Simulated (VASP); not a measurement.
# BaZrS3 (Pnma) in VASP: single point with PBE+D3(BJ)

Aim: the single point of BaZrS3 with PBE+D3(BJ).

Everything below comes from runs of VASP 6.6.1. Logs are shortened: lines on timing, memory, paths and dates and some standing lists are left out, and cuts for length are marked.

### 1 The cell of the first run

It takes space group Pnma (No. 62, orthorhombic). Conventional cell: a = 7.083 Å, b = 9.940 Å, c = 6.960 Å, α = 90.00°, β = 90.00°, γ = 90.00°. Ba (site symmetry m) has 12 S at 3.12 to 4.28 Å and 6 Zr at 4.03 to 4.35 Å within 4.4 Å. Within 3.3 Å of Zr (site symmetry -1) lie 6 S at 2.53 to 2.55 Å. S (site symmetry m) has 2 Zr at 2.53 Å and 2 Ba at 3.12 to 3.18 Å within 3.3 Å. Within 3.7 Å of S (site symmetry 1) lie 2 Zr at 2.54 to 2.55 Å and 3 Ba at 3.14 to 3.40 Å and 8 S at 3.56 to 3.62 Å.

### 2 Single point, PBE+D3(BJ)

The input, INCAR:

```
ALGO = Normal
EDIFF = 1E-6
ENCUT = 500
GGA = PE
GGA_COMPAT = F
ISIF = 2
ISMEAR = 0
IVDW = 12
KPAR = 4
LASPH = T
LCHARG = F
LREAL = F
LWAVE = F
NBANDS = 96
NELM = 120
PREC = Accurate
SIGMA = 0.02
```

The input, KPOINTS:

```
k-points
0
Gamma
  4 4 4
```

The input, POSCAR:

```
BaZrS3
1.0
    7.0832592658      0.0000000000      0.0000000000
    0.0000000000      9.9403050105      0.0000000000
    0.0000000000      0.0000000000      6.9601812538
Ba Zr S
4 4 12
Direct
    0.0515005796      0.2500000000      0.0111076581
    0.4484994204      0.7500000000      0.5111076581
    0.5515005796      0.2500000000      0.4888923419
    0.9484994204      0.7500000000      0.9888923419
    0.0000000000      0.0000000000      0.5000000000
    0.5000000000      0.0000000000      0.0000000000
    0.5000000000      0.5000000000      0.0000000000
    0.0000000000      0.5000000000      0.5000000000
    0.9946089116      0.2500000000      0.5664699722
    0.5053910884      0.7500000000      0.0664699722
    0.4946089116      0.2500000000      0.9335300278
    0.0053910884      0.7500000000      0.4335300278
    0.2086576046      0.9651797258      0.7917020481
    0.2913423954      0.0348202742      0.2917020481
    0.7086576046      0.5348202742      0.7082979519
    0.7913423954      0.4651797258      0.2082979519
    0.7913423954      0.0348202742      0.2082979519
    0.7086576046      0.9651797258      0.7082979519
    0.2913423954      0.4651797258      0.2917020481
    0.2086576046      0.5348202742      0.7917020481
```

Potentials or basis: VASP PAW PBE potentials, release 64 (Ba_sv, Zr_sv, S).

On the command line:

```bash
$ cat potpaw_PBE.64/Ba_sv/POTCAR potpaw_PBE.64/Zr_sv/POTCAR potpaw_PBE.64/S/POTCAR > POTCAR
$ mpirun -np 4 vasp_std > vasp.out
```

OUTCAR:

```text
EDIFF = 1E-6
   ENCUT = 500
   GGA = PE
   ISIF = 2
   ISMEAR = 0
   IVDW = 12
   LASPH = T
   LREAL = F
   NELM = 120
   PREC = Accurate
 IVDW          = 12

 ion  position               nearest neighbor table
   1  0.052  0.250  0.011-   9 3.12  16 3.14  17 3.14  11 3.18  14 3.36  19 3.36  13 3.40  20 3.40
                             6 4.03   7 4.03   5 4.23   8 4.23
   2  0.448  0.750  0.511-  10 3.12  15 3.14  18 3.14  12 3.18  13 3.36  20 3.36  19 3.40  14 3.40
                             5 4.03   8 4.03   7 4.23   6 4.23
   3  0.552  0.250  0.489-  11 3.12  14 3.14  19 3.14   9 3.18  17 3.36  16 3.36  18 3.40  15 3.40
                             5 4.03   8 4.03   7 4.23   6 4.23
   4  0.948  0.750  0.989-  12 3.12  13 3.14  20 3.14  10 3.18  18 3.36  15 3.36  16 3.40  17 3.40
                             6 4.03   7 4.03   5 4.23   8 4.23
   5  0.000  0.000  0.500-   9 2.53  12 2.53  13 2.54  17 2.54  14 2.55  18 2.55   2 4.03   3 4.03
                             1 4.23   4 4.23
   6  0.500  0.000  0.000-  10 2.53  11 2.53  14 2.54  18 2.54  17 2.55  13 2.55   1 4.03   4 4.03
                             3 4.23   2 4.23
   7  0.500  0.500  0.000-  10 2.53  11 2.53  15 2.54  19 2.54  16 2.55  20 2.55   1 4.03   4 4.03
                             3 4.23   2 4.23
   8  0.000  0.500  0.500-   9 2.53  12 2.53  16 2.54  20 2.54  19 2.55  15 2.55   2 4.03   3 4.03
                             1 4.23   4 4.23
   9  0.995  0.250  0.566-   5 2.53   8 2.53   1 3.12   3 3.18
  10  0.505  0.750  0.066-   6 2.53   7 2.53   2 3.12   4 3.18
  11  0.495  0.250  0.934-   6 2.53   7 2.53   3 3.12   1 3.18
  12  0.005  0.750  0.434-   5 2.53   8 2.53   4 3.12   2 3.18
  13  0.209  0.965  0.792-   5 2.54   6 2.55   4 3.14   2 3.36   1 3.40
  14  0.291  0.035  0.292-   6 2.54   5 2.55   3 3.14   1 3.36   2 3.40
  15  0.709  0.535  0.708-   7 2.54   8 2.55   2 3.14   4 3.36   3 3.40
  16  0.791  0.465  0.208-   8 2.54   7 2.55   1 3.14   3 3.36   4 3.40
  17  0.791  0.035  0.208-   5 2.54   6 2.55   1 3.14   3 3.36   4 3.40
  18  0.709  0.965  0.708-   6 2.54   5 2.55   2 3.14   4 3.36   3 3.40
  19  0.291  0.465  0.292-   7 2.54   8 2.55   3 3.14   1 3.36   2 3.40
  20  0.209  0.535  0.792-   8 2.54   7 2.55   4 3.14   2 3.36   1 3.40

  LATTYP: Found a simple orthorhombic cell.
 ALAT       =     6.9601812538
 B/A-ratio  =     1.0176831619
 C/A-ratio  =     1.4281675502

  Lattice vectors:

 A1 = (   0.0000000000,   0.0000000000,   6.9601812538)
 A2 = (   7.0832592658,   0.0000000000,   0.0000000000)
 A3 = (   0.0000000000,   9.9403050105,   0.0000000000)

Analysis of symmetry for initial positions (statically):
=====================================================================
 Subroutine PRICEL returns:
 Original cell was already a primitive cell.

 Routine SETGRP: Setting up the symmetry group for a
 simple orthorhombic supercell.

 Subroutine GETGRP returns: Found  8 space group operations
 (whereof  2 operations were pure point group operations)
 out of a pool of  8 trial point group operations.

The static configuration has the point symmetry S_2 .
 The point group associated with its full space group is D_2h.

Analysis of symmetry for dynamics (positions and initial velocities):
=====================================================================
 Subroutine PRICEL returns:
 Original cell was already a primitive cell.

 Routine SETGRP: Setting up the symmetry group for a
 simple orthorhombic supercell.

 Subroutine GETGRP returns: Found  8 space group operations
 (whereof  2 operations were pure point group operations)
 out of a pool of  8 trial point group operations.

The dynamic configuration has the point symmetry S_2 .
 The point group associated with its full space group is D_2h.

 Subroutine INISYM returns: Found  8 space group operations
 (whereof  2 operations are pure point group operations),
 and found     1 'primitive' translations

----------------------------------------------------------------------------------------

                                     Primitive cell

  volume of cell :     490.0647

  direct lattice vectors                    reciprocal lattice vectors
     7.083259266  0.000000000  0.000000000     0.141177947  0.000000000  0.000000000
     0.000000000  9.940305010  0.000000000     0.000000000  0.100600535  0.000000000
     0.000000000  0.000000000  6.960181254     0.000000000  0.000000000  0.143674419

  length of vectors
     7.083259266  9.940305010  6.960181254     0.141177947  0.100600535  0.143674419
[... 52 lines left out ...]
 generate k-points for:    4    4    4

 Generating k-lattice:

  Cartesian coordinates                     Fractional coordinates (reciprocal lattice)
     0.035294487  0.000000000  0.000000000     0.250000000  0.000000000  0.000000000
     0.000000000  0.025150134  0.000000000     0.000000000  0.250000000  0.000000000
     0.000000000  0.000000000  0.035918605     0.000000000  0.000000000  0.250000000

  Length of vectors
     0.035294487  0.025150134  0.035918605

  Shift w.r.t. Gamma in fractional coordinates (k-lattice)
     0.000000000  0.000000000  0.000000000

 Subroutine IBZKPT returns following result:
 ===========================================

 Found     27 irreducible k-points:

 Following reciprocal coordinates:
            Coordinates               Weight
  0.000000  0.000000  0.000000      1.000000
  0.250000  0.000000  0.000000      2.000000
  0.500000  0.000000  0.000000      1.000000
  0.000000  0.250000  0.000000      2.000000
  0.250000  0.250000  0.000000      4.000000
  0.500000  0.250000  0.000000      2.000000
[... 16 lines left out ...]
  0.250000  0.250000  0.500000      4.000000
  0.500000  0.250000  0.500000      2.000000
 [... further k-points ...]
   k-points           NKPTS =     27   k-points in BZ     NKDIM =     27   number of bands    NBANDS=     96
   number of dos      NEDOS =    301   number of ions     NIONS =     20
   total plane-waves  NPLWV = 209952
   dimension x,y,z NGX =    54 NGY =   72 NGZ =   54
   dimension x,y,z NGXF=   108 NGYF=  144 NGZF=  108
   ions per type =               4   4  12
   NGX,Y,Z   is equivalent  to a cutoff of  12.67, 12.04, 12.90 a.u.
   NGXF,Y,Z  is equivalent  to a cutoff of  25.35, 24.08, 25.80 a.u.
 SYSTEM =  unknown system
   PREC   = accura    normal or accurate (medium, high low for compatibility)
   ISTART =      0    job   : 0-new  1-cont  2-samecut
   ICHARG =      2    charge: 1-file 2-atom 10-const
   ISPIN  =      1    spin polarized calculation?
   LNONCOLLINEAR =      F non collinear calculations
   LSORBIT =      F    spin-orbit coupling
   LASPH  =      T    aspherical Exc in radial PAW
   ENCUT  =  500.0 eV  36.75 Ry    6.06 a.u.  12.91 18.12 12.69*2*pi/ulx,y,z
   NELM   =    120;   NELMIN=  2; NELMDL= -5     # of ELM steps
   EDIFF  = 0.1E-05   stopping-criterion for ELM
   LREAL  =      F    real-space projection
   EDIFFG = 0.1E-04   stopping-criterion for IOM
   NSW    =      0    number of steps for IOM
   IBRION =     -1    ionic relax: 0-MD 1-quasi-New 2-CG
   NFREE  =      0    steps in history (QN), initial steepest desc. (CG)
   ISIF   =      2    stress and relaxation
   ISYM   =      2    0-nonsym 1-usesym 2-fastsym
   POTIM  = 0.5000    time-step for ionic-motion
   TEBEG  =    0.0;   TEEND  =   0.0 temperature during run
   PSTRESS=    0.0 pullay stress
   NELECT =     160.0000    total number of electrons
   NUPDOWN=      -1.0000    fix difference up-down
   EMIN   =  10.00;   EMAX   =-10.00  energy-range for DOS
   EFERMI =   0.00;   METHOD = LEGACY
   ISMEAR =     0;   SIGMA  =   0.02  broadening in eV -4-tet -1-fermi 0-gaus
   EFERMI_NEDOS =   21; number of points for ismear=-14 and -15
   IALGO  =     38    algorithm
   IMIX   =      4    mixing-type and parameters
     AMIX     =   0.40;   BMIX     =  1.00
     AMIX_MAG =   1.60;   BMIX_MAG =  1.00
  volume/ion in A,a.u.               =      24.50       165.36
  Fermi-wavevector in a.u.,A,eV,Ry     =   1.127276  2.130243 17.289627  1.270752
  Thomas-Fermi vector in A             =   2.263962
   LORBIT       =      0    0 simple, 1 ext, 2 COOP (PROOUT), +10 PAW based schemes
   GGA     = PE    functional components
   LHFCALC =     F    Hartree Fock is set to
   AEXX    =    0.0000 exact exchange contribution
   IVDW    =    12    specifies the selected vdW correction
   LEPSILON=     F    determine dielectric tensor
   LRPA    =     F    only Hartree local field effects (RPA)
 non-spin polarized calculation
 Gauss-broadening in eV      SIGMA  =   0.02
  energy-cutoff  :      500.00
  volume of cell :      490.06
 maximum number of plane-waves:     12484
 NGX is ok and might be reduce to    54
   NGX = 25   NGY = 37   NGZ = 25

 number of electron     159.9999987 magnetization

 Free energy of the ion-electron system (eV)
  ---------------------------------------------------
  ext. energy  EPLUGINS =         0.00000000
  ---------------------------------------------------
  free energy    TOTEN  =      -127.71316541 eV

  energy without entropy =     -127.71316541  energy(sigma->0) =     -127.71316541

 E-fermi :   3.9837     XC(G=0):  -9.5787

 val. band max:        3.9009714747   @ k =   0.0000   0.0000   0.0000
 cond. band min:       4.9203851321   @ k =   0.0000   0.0000   0.0000
 fundamental gap:      1.0194136574
 Fermi energy:         3.9837358318

 k-point     1 :       0.0000    0.0000    0.0000
  band No.  band energies     occupation
      1     -44.9213      2.00000
      2     -44.9210      2.00000
      3     -44.9208      2.00000
      4     -44.9205      2.00000
      5     -22.9860      2.00000
      6     -22.9825      2.00000
[... 2269 lines left out ...]
     91       7.1907      0.00000
     92       7.1907      0.00000

 [... further k-points ...]

 [bands above 92 left out]

------------------------ aborting loop because EDIFF is reached ----------------------------------------

 Edisp (eV)   -6.91383

 E8    (eV) :    -3.1539

  FORCE on cell =-STRESS in cart. coord.  units (eV):
  Direction    XX          YY          ZZ          XY          YZ          ZX
  --------------------------------------------------------------------------------------
  -------------------------------------------------------------------------------------
  Total       1.12338     1.16009     1.19947     0.00000     0.00000     0.00000
  in kB       3.67268     3.79270     3.92145     0.00000     0.00000     0.00000
  external pressure =        3.80 kB  Pullay stress =        0.00 kB

 VOLUME and BASIS-vectors are now :
 -----------------------------------------------------------------------------
  energy-cutoff  :      500.00
  volume of cell :      490.06
      direct lattice vectors                 reciprocal lattice vectors
     7.083259266  0.000000000  0.000000000     0.141177947  0.000000000  0.000000000
     0.000000000  9.940305010  0.000000000     0.000000000  0.100600535  0.000000000
     0.000000000  0.000000000  6.960181254     0.000000000  0.000000000  0.143674419

 POSITION                                       TOTAL-FORCE (eV/Angst)
 -----------------------------------------------------------------------------------
      0.36479      2.48508      0.07731        -0.004913     -0.000000      0.003922
      3.17684      7.45523      3.55740         0.004913     -0.000000      0.003922
      3.90642      2.48508      3.40278        -0.004913      0.000000     -0.003922
      6.71847      7.45523      6.88287         0.004913      0.000000     -0.003922
      0.00000      0.00000      3.48009         0.000000      0.000000      0.000000
      3.54163      0.00000      0.00000         0.000000      0.000000      0.000000
[... 12 lines left out ...]
      2.06365      4.62403      2.03030        -0.018345      0.026473     -0.009703
      1.47798      5.31628      5.51039         0.018345     -0.026473     -0.009703
 -----------------------------------------------------------------------------------
    total drift:                                0.000000     -0.000000      0.000000

  FREE ENERGIE OF THE ION-ELECTRON SYSTEM (eV)
  ---------------------------------------------------
  free  energy   TOTEN  =      -134.6269919700 eV

  energy  without entropy=     -134.6269919700  energy(sigma->0) =     -134.62699197
```

Run time: 11 min. Hardware: 4 MPI ranks of AMD EPYC 7R43 (Zen 3), shared host; peak memory 1.1 GiB.

Results:

```
Free energy                : -134.6270 eV
Pressure                   : 0.4 GPa
Largest force              : 0.042 eV/Å
Band gap on the k mesh     : 1.02 eV
Dispersion energy per atom : -0.346 eV
```

Forces in eV/Å, atoms in the order of the input:
```
Ba  -0.005  0.000  0.004
Ba   0.005  0.000  0.004
Ba  -0.005  0.000 -0.004
Ba   0.005  0.000 -0.004
Zr   0.000  0.000  0.000
Zr   0.000  0.000  0.000
Zr   0.000  0.000  0.000
Zr   0.000  0.000  0.000
S    0.029  0.000 -0.030
S   -0.029  0.000 -0.030
S    0.029  0.000  0.030
S   -0.029  0.000  0.030
S    0.018  0.026 -0.010
S   -0.018 -0.026 -0.010
S    0.018 -0.026  0.010
S   -0.018  0.026  0.010
S   -0.018 -0.026  0.010
S    0.018  0.026  0.010
S   -0.018  0.026 -0.010
S    0.018 -0.026 -0.010
```

Levels at points of the mesh, in eV from the valence-band top:
```
           k point  band 78  band 79  band 80  band 81  band 82  band 83
(0.00, 0.00, 0.00)    -0.05    -0.02     0.00     1.02     1.12     1.18
(0.50, 0.00, 0.00)    -0.57    -0.23    -0.23     2.06     2.06     2.20
(0.00, 0.50, 0.00)    -0.28    -0.27    -0.27     1.22     1.22     2.07
(0.50, 0.50, 0.00)    -0.35    -0.35    -0.35     2.44     2.44     2.44
(0.00, 0.00, 0.50)    -0.50    -0.31    -0.31     2.11     2.11     2.21
(0.50, 0.00, 0.50)    -0.37    -0.09    -0.09     1.14     1.14     2.50
(0.00, 0.50, 0.50)    -0.39    -0.30    -0.30     2.37     2.37     2.40
(0.50, 0.50, 0.50)    -0.38    -0.38    -0.38     2.20     2.20     2.20
```

Caveat: spin-orbit coupling is left out, which moves the levels of the heavy elements. A k mesh can miss the band edges.
